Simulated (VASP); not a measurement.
The system is Sc3B2P.

```
CELL_PARAMETERS angstrom
6.43288 0.00000 0.00000
-3.21644 5.57103 0.00000
0.00000 0.00000 2.97830
ATOMIC_POSITIONS crystal
Sc 0.50000 0.00000 0.50000
Sc 0.50000 0.50000 0.50000
Sc 0.00000 0.50000 0.50000
B 0.66667 0.33333 0.00000
B 0.33333 0.66667 0.00000
P 0.00000 0.00000 0.00000
```

The cell was generated, and may not be a known phase.

```yaml
Program: VASP 6.6.1
Task: relaxation of cell and atoms
Functional: PBE
Potentials_or_basis: VASP PAW PBE potentials, release 64 (Sc_sv, B, P)
Cutoff: 600 eV
k_mesh: 6 × 6 × 12
Occupations: gaussian, width 0.1 eV
Spin: no spin polarisation
```

At the start: pressure 0.7 GPa; volume 17.79 Å³/atom.

Task: How do energy, volume and symmetry change on relaxing?

Result: Over 7 steps the energy falls by 2.7 meV/atom and the volume is 17.86 Å³/atom (+0.4 %); space group P6/mmm (No. 191, to 0.1 Å) before and after.

Step by step:
```tsv
step	energy change (eV)	largest force (eV/Å)	pressure (GPa)	volume (Å³)
1	0.0000	0.0000	0.69	106.74
2	-0.0131	0.0000	-0.41	107.91
3	-0.0134	0.0000	-0.59	108.10
4	-0.0163	0.0000	-0.05	107.29
5	-0.0164	0.0000	0.06	107.13
6	-0.0164	0.0000	0.07	107.12
7	-0.0164	0.0000	0.00	107.18
```

Final structure:
```
Sc B P
1.0
     6.38477    0.00000    0.00000
    -3.19239    5.52937    0.00000
     0.00000    0.00000    3.03607
Sc B P
3 2 1
Direct
  0.50000 0.00000 0.50000
  0.50000 0.50000 0.50000
  0.00000 0.50000 0.50000
  0.66667 0.33333 0.00000
  0.33333 0.66667 0.00000
  0.00000 0.00000 0.00000
```
